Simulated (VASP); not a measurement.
# TiMoSe4 (Pmma) in VASP: single point with PBE

Aim: the single point of TiMoSe4 with PBE.

All numbers are computed with VASP 6.6.1; they aren't measurements. Logs are shortened: lines on timing, memory, paths and dates and some standing lists are left out, and cuts for length are marked.

## 1. The cell of the first run

The structure is orthorhombic, space group Pmma (No. 51). The conventional cell has a = 14.374 Å, b = 3.385 Å, c = 5.909 Å, α = 90.00°, β = 90.00°, γ = 90.00°. Within 3.4 Å of Ti (site symmetry mm2) lie 6 Se at 2.55 to 2.64 Å and 2 Mo at 3.31 Å and 2 Ti at 3.39 Å. Mo (site symmetry mm2) has 6 Se at 2.55 to 2.56 Å and 2 Ti at 3.31 Å and 2 Mo at 3.39 Å within 3.4 Å. Se (site symmetry m) has 2 Ti at 2.55 Å and 1 Mo at 2.56 Å and 5 Se at 3.35 to 3.39 Å within 3.4 Å. Within 3.4 Å of Se (site symmetry m) lie 2 Mo at 2.55 Å and 1 Ti at 2.64 Å and 5 Se at 3.26 to 3.39 Å.

## 2. Single point, PBE, collinear spin, ferromagnetic start

Input file INCAR:

```
PREC = Accurate ; ENCUT = 520
EDIFF = 1E-6 ; ISMEAR = 0
SIGMA = 0.15 ; LREAL = F
LASPH = T ; NELM = 150
ALGO = Normal ; ISIF = 2
LWAVE = F ; LCHARG = F
ISPIN = 2 ; MAGMOM = 1 1 1 1 0 0 0 0 0 0 0 0
LORBIT = 11 ; LMAXMIX = 4
GGA = PE ; NBANDS = 66
```

Input file KPOINTS:

```
Automatic mesh
0
Gamma
  1 4 2
```

Input file POSCAR:

```
TiMoSe4
1.0
   14.3743528682      0.0000000000      0.0000000000
    0.0000000000      3.3851195152      0.0000000000
    0.0000000000      0.0000000000      5.9088216441
Ti Mo Se
2 2 8
Direct
    0.7500000000      0.0000000000      0.6752833321
    0.2500000000      0.0000000000      0.3247166679
    0.7500000000      0.5000000000      0.1566603052
    0.2500000000      0.5000000000      0.8433396948
    0.8666819681      0.5000000000      0.8294489151
    0.6333180319      0.5000000000      0.8294489151
    0.8632472730      0.0000000000      0.3240827679
    0.6367527270      0.0000000000      0.3240827679
    0.1333180319      0.5000000000      0.1705510849
    0.3666819681      0.5000000000      0.1705510849
    0.1367527270      0.0000000000      0.6759172321
    0.3632472730      0.0000000000      0.6759172321
```

Potentials or basis: VASP PAW PBE potentials, release 64 (Ti_sv, Mo_sv, Se).

Launch:

```sh
cat potpaw_PBE.64/Ti_sv/POTCAR potpaw_PBE.64/Mo_sv/POTCAR potpaw_PBE.64/Se/POTCAR > POTCAR
mpirun -np 1 vasp_std > vasp.out
```

OUTCAR:

```text
PREC = Accurate
   ENCUT = 520
   EDIFF = 1E-6
   ISMEAR = 0
   LREAL = F
   LASPH = T
   NELM = 150
   ISIF = 2
   ISPIN = 2
   LORBIT = 11
   GGA = PE

 ion  position               nearest neighbor table
   1  0.750  0.000  0.675-   5 2.55   6 2.55   5 2.55   6 2.55   7 2.64   8 2.64
   2  0.250  0.000  0.325-  10 2.55  10 2.55   9 2.55   9 2.55  11 2.64  12 2.64
   3  0.750  0.500  0.157-   7 2.55   8 2.55   7 2.55   8 2.55   5 2.56   6 2.56
   4  0.250  0.500  0.843-  11 2.55  12 2.55  11 2.55  12 2.55  10 2.56   9 2.56
   5  0.867  0.500  0.829-   1 2.55   1 2.55   3 2.56
   6  0.633  0.500  0.829-   1 2.55   1 2.55   3 2.56
   7  0.863  0.000  0.324-   3 2.55   3 2.55   1 2.64
   8  0.637  0.000  0.324-   3 2.55   3 2.55   1 2.64
   9  0.133  0.500  0.171-   2 2.55   2 2.55   4 2.56
  10  0.367  0.500  0.171-   2 2.55   2 2.55   4 2.56
  11  0.137  0.000  0.676-   4 2.55   4 2.55   2 2.64
  12  0.363  0.000  0.676-   4 2.55   4 2.55   2 2.64

  LATTYP: Found a simple orthorhombic cell.
 ALAT       =     3.3851195152
 B/A-ratio  =     1.7455282207
 C/A-ratio  =     4.2463354111

  Lattice vectors:

 A1 = (   0.0000000000,   3.3851195152,   0.0000000000)
 A2 = (   0.0000000000,   0.0000000000,   5.9088216441)
 A3 = (  14.3743528682,   0.0000000000,   0.0000000000)

Analysis of symmetry for initial positions (statically):
=====================================================================
 Subroutine PRICEL returns:
 Original cell was already a primitive cell.

 Routine SETGRP: Setting up the symmetry group for a
 simple orthorhombic supercell.

 Subroutine GETGRP returns: Found  8 space group operations
 (whereof  4 operations were pure point group operations)
 out of a pool of  8 trial point group operations.

The static configuration has the point symmetry C_2h.
 The point group associated with its full space group is D_2h.

Analysis of symmetry for dynamics (positions and initial velocities):
=====================================================================
 Subroutine PRICEL returns:
 Original cell was already a primitive cell.

 Routine SETGRP: Setting up the symmetry group for a
 simple orthorhombic supercell.

 Subroutine GETGRP returns: Found  8 space group operations
 (whereof  4 operations were pure point group operations)
 out of a pool of  8 trial point group operations.

The dynamic configuration has the point symmetry C_2h.
 The point group associated with its full space group is D_2h.

Analysis of structural, dynamic, and magnetic symmetry:
=====================================================================
 Subroutine PRICEL returns:
 Original cell was already a primitive cell.

 Routine SETGRP: Setting up the symmetry group for a
 simple orthorhombic supercell.

 Subroutine GETGRP returns: Found  8 space group operations
 (whereof  4 operations were pure point group operations)
 out of a pool of  8 trial point group operations.

The overall configuration has the point symmetry C_2h.
 The point group associated with its full space group is D_2h.

 Subroutine INISYM returns: Found  8 space group operations
 (whereof  4 operations are pure point group operations),
 and found     1 'primitive' translations

----------------------------------------------------------------------------------------

                                     Primitive cell

  volume of cell :     287.5168

  direct lattice vectors                    reciprocal lattice vectors
    14.374352868  0.000000000  0.000000000     0.069568349  0.000000000  0.000000000
     0.000000000  3.385119515  0.000000000     0.000000000  0.295410545  0.000000000
     0.000000000  0.000000000  5.908821644     0.000000000  0.000000000  0.169238481

  length of vectors
    14.374352868  3.385119515  5.908821644     0.069568349  0.295410545  0.169238481

  position of ions in fractional coordinates (direct lattice)
     0.750000000  0.000000000  0.675283332
     0.250000000  0.000000000  0.324716668
     0.750000000  0.500000000  0.156660305
     0.250000000  0.500000000  0.843339695
     0.866681968  0.500000000  0.829448915
     0.633318032  0.500000000  0.829448915
     0.863247273  0.000000000  0.324082768
     0.636752727  0.000000000  0.324082768
     0.133318032  0.500000000  0.170551085
     0.366681968  0.500000000  0.170551085
[... 70 lines left out ...]
   EDIFF  = 0.1E-05   stopping-criterion for ELM
   LREAL  =      F    real-space projection
   EDIFFG = 0.1E-04   stopping-criterion for IOM
   NSW    =      0    number of steps for IOM
   IBRION =     -1    ionic relax: 0-MD 1-quasi-New 2-CG
   NFREE  =      0    steps in history (QN), initial steepest desc. (CG)
   ISIF   =      2    stress and relaxation
   ISYM   =      2    0-nonsym 1-usesym 2-fastsym
   POTIM  = 0.5000    time-step for ionic-motion
   TEBEG  =    0.0;   TEEND  =   0.0 temperature during run
   PSTRESS=    0.0 pullay stress
   NELECT =     100.0000    total number of electrons
   NUPDOWN=      -1.0000    fix difference up-down
   EMIN   =  10.00;   EMAX   =-10.00  energy-range for DOS
   EFERMI =   0.00;   METHOD = LEGACY
   ISMEAR =     0;   SIGMA  =   0.15  broadening in eV -4-tet -1-fermi 0-gaus
   EFERMI_NEDOS =   21; number of points for ismear=-14 and -15
   IALGO  =     38    algorithm
   IMIX   =      4    mixing-type and parameters
     AMIX     =   0.40;   BMIX     =  1.00
     AMIX_MAG =   1.60;   BMIX_MAG =  1.00
  volume/ion in A,a.u.               =      23.96       161.69
  Fermi-wavevector in a.u.,A,eV,Ry     =   1.151296  2.175634 18.034293  1.325483
  Thomas-Fermi vector in A             =   2.287955
   LORBIT       =     11    0 simple, 1 ext, 2 COOP (PROOUT), +10 PAW based schemes
   GGA     = PE    functional components
   LHFCALC =     F    Hartree Fock is set to
   AEXX    =    0.0000 exact exchange contribution
   IVDW    =     0    specifies the selected vdW correction
   LEPSILON=     F    determine dielectric tensor
   LRPA    =     F    only Hartree local field effects (RPA)
 spin polarized calculation
 Gauss-broadening in eV      SIGMA  =   0.15
  energy-cutoff  :      520.00
  volume of cell :      287.52
 maximum number of plane-waves:      7765
 NGX is ok and might be reduce to   108
   NGX = 53   NGY = 13   NGZ = 21

 number of electron     100.0000007 magnetization       0.0005127

 Free energy of the ion-electron system (eV)
  ---------------------------------------------------
  ext. energy  EPLUGINS =         0.00000000
  ---------------------------------------------------
  free energy    TOTEN  =       -74.81964042 eV

  energy without entropy =      -74.74672627  energy(sigma->0) =      -74.78318334

 E-fermi :   3.8108     XC(G=0):  -9.4601

 val. band max:        3.7739082562   @ k =   0.0000   0.5000   0.0000
 cond. band min:       3.8531218968   @ k =   0.0000   0.5000   0.0000
 fundamental gap:      0.0792136406
 Fermi energy:         3.8107585322

 spin component 1

 k-point     1 :       0.0000    0.0000    0.0000
  band No.  band energies     occupation
      1     -57.1736      1.00000
      2     -57.1736      1.00000
      3     -53.0326      1.00000
      4     -53.0326      1.00000
      5     -31.3834      1.00000
      6     -31.3834      1.00000
[... 379 lines left out ...]
     61       6.8971      0.00000
     62       7.2899      0.00000
 Fermi energy:         3.8107585322

 spin component 2

 k-point     1 :       0.0000    0.0000    0.0000
  band No.  band energies     occupation
      1     -57.1735      1.00000
      2     -57.1735      1.00000
      3     -53.0326      1.00000
      4     -53.0326      1.00000
      5     -31.3833      1.00000
      6     -31.3833      1.00000
[... 379 lines left out ...]
     61       6.8971      0.00000
     62       7.2900      0.00000
 [bands above 62 left out]

------------------------ aborting loop because EDIFF is reached ----------------------------------------

  FORCE on cell =-STRESS in cart. coord.  units (eV):
  Direction    XX          YY          ZZ          XY          YZ          ZX
  --------------------------------------------------------------------------------------
  -------------------------------------------------------------------------------------
  Total        0.7754909      0.5224929      0.4321619      0.0000000      0.0000000      0.0000000
  in kB        4.3213966      2.9115736      2.4082073      0.0000000      0.0000000      0.0000000
  external PRESSURE =       3.2137258 kB  Pullay stress =       0.0000000 kB

 VOLUME and BASIS-vectors are now :
 -----------------------------------------------------------------------------
  energy-cutoff  :      520.00
  volume of cell :      287.52
      direct lattice vectors                 reciprocal lattice vectors
    14.374352868  0.000000000  0.000000000     0.069568349  0.000000000  0.000000000
     0.000000000  3.385119515  0.000000000     0.000000000  0.295410545  0.000000000
     0.000000000  0.000000000  5.908821644     0.000000000  0.000000000  0.169238481

 POSITION                                       TOTAL-FORCE (eV/Angst)
 -----------------------------------------------------------------------------------
     10.78076      0.00000      3.99013         0.000000     -0.000000     -0.010447
      3.59359      0.00000      1.91869         0.000000     -0.000000      0.010447
     10.78076      1.69256      0.92568         0.000000     -0.000000     -0.024013
      3.59359      1.69256      4.98314        -0.000000     -0.000000      0.024013
     12.45799      1.69256      4.90107         0.025640     -0.000000     -0.004613
      9.10354      1.69256      4.90107        -0.025640      0.000000     -0.004613
     12.40862      0.00000      1.91495         0.039367      0.000000      0.020092
      9.15291      0.00000      1.91495        -0.039367     -0.000000      0.020092
      1.91636      1.69256      1.00776        -0.025640     -0.000000      0.004613
      5.27082      1.69256      1.00776         0.025640     -0.000000      0.004613
      1.96573      0.00000      3.99387        -0.039367     -0.000000     -0.020092
      5.22144      0.00000      3.99387         0.039367     -0.000000     -0.020092
 -----------------------------------------------------------------------------------
    total drift:                                0.000000      0.000000      0.000000

  FREE ENERGIE OF THE ION-ELECTRON SYSTEM (eV)
  ---------------------------------------------------
  free  energy   TOTEN  =       -74.8196404154 eV

  energy  without entropy=      -74.7467262744  energy(sigma->0) =      -74.78318334

 total charge

# of ion       s       p       d       tot
------------------------------------------
    1        2.167   6.148   1.887  10.202
    2        2.167   6.148   1.887  10.202
    3        2.273   6.179   3.858  12.309
    4        2.273   6.179   3.858  12.309
    5        1.476   2.344   0.044   3.864
    6        1.476   2.344   0.044   3.864
    7        1.477   2.314   0.050   3.841
    8        1.477   2.314   0.050   3.841
    9        1.476   2.344   0.044   3.864
   10        1.476   2.344   0.044   3.864
   11        1.477   2.314   0.050   3.841
   12        1.477   2.314   0.050   3.841
--------------------------------------------------
tot         20.693  43.283  11.863  75.839

 magnetization (x)

# of ion       s       p       d       tot
------------------------------------------
    1        0.000   0.000   0.000   0.000
    2        0.000   0.000   0.000   0.000
    3        0.000   0.000   0.000   0.000
    4        0.000   0.000   0.000   0.000
    5       -0.000  -0.000   0.000  -0.000
    6       -0.000  -0.000   0.000  -0.000
    7       -0.000  -0.000   0.000  -0.000
    8       -0.000  -0.000   0.000  -0.000
    9       -0.000  -0.000   0.000  -0.000
   10       -0.000  -0.000   0.000  -0.000
   11       -0.000  -0.000   0.000  -0.000
   12       -0.000  -0.000   0.000  -0.000
--------------------------------------------------
tot          0.000  -0.000   0.000   0.000
```

It took 8.8 min on 1 thread of Oxide Virtual Turin-like, shared host; peak memory 0.54 GiB.

What came out:

```yaml
Free_energy: -74.8196 eV
Pressure: 0.3 GPa
Largest_force: 0.044 eV/Å
Band_gap_on_the_k_mesh: zero (filled and empty bands overlap)
Net_moment: 0.00 μB per cell
Valence_electrons_inside_the_program's_atomic_spheres: Ti 10.20; Mo 12.31; Se 3.86, 3.84
```

Forces in eV/Å, atoms in the order of the input:
```
Ti   0.000  0.000 -0.010
Ti   0.000  0.000  0.010
Mo   0.000  0.000 -0.024
Mo   0.000  0.000  0.024
Se   0.026  0.000 -0.005
Se  -0.026  0.000 -0.005
Se   0.039  0.000  0.020
Se  -0.039  0.000  0.020
Se  -0.026  0.000  0.005
Se   0.026  0.000  0.005
Se  -0.039  0.000 -0.020
Se   0.039  0.000 -0.020
```

Levels at points of the mesh, in eV from the Fermi level:
Spin up:
```csv
k point,band 48,band 49,band 50,band 51,band 52,band 53
"(0.00, 0.00, 0.00)",-0.29,-0.28,-0.19,0.50,0.91,2.06
"(0.00, 0.50, 0.00)",-1.04,-0.04,0.04,0.17,0.20,1.64
"(0.00, 0.00, 0.50)",-0.58,-0.38,-0.36,0.34,0.36,1.80
"(0.00, 0.50, 0.50)",-0.60,-0.42,-0.42,-0.17,-0.05,1.71
```
Spin down:
```csv
k point,band 47,band 48,band 49,band 50,band 51,band 52,band 53,band 54
"(0.00, 0.00, 0.00)",-0.32,-0.29,-0.28,-0.19,0.50,0.91,2.06,2.07
"(0.00, 0.50, 0.00)",-1.05,-1.04,-0.04,0.04,0.17,0.20,1.64,1.77
"(0.00, 0.00, 0.50)",-0.61,-0.58,-0.38,-0.36,0.34,0.36,1.80,1.97
"(0.00, 0.50, 0.50)",-0.63,-0.60,-0.42,-0.42,-0.16,-0.05,1.71,1.71
```

Caveat: the k points lie up to 0.53 Å⁻¹ apart; this functional lacks dispersion, which binds the layers, so the pressure and a relaxed spacing across them are unreliable.
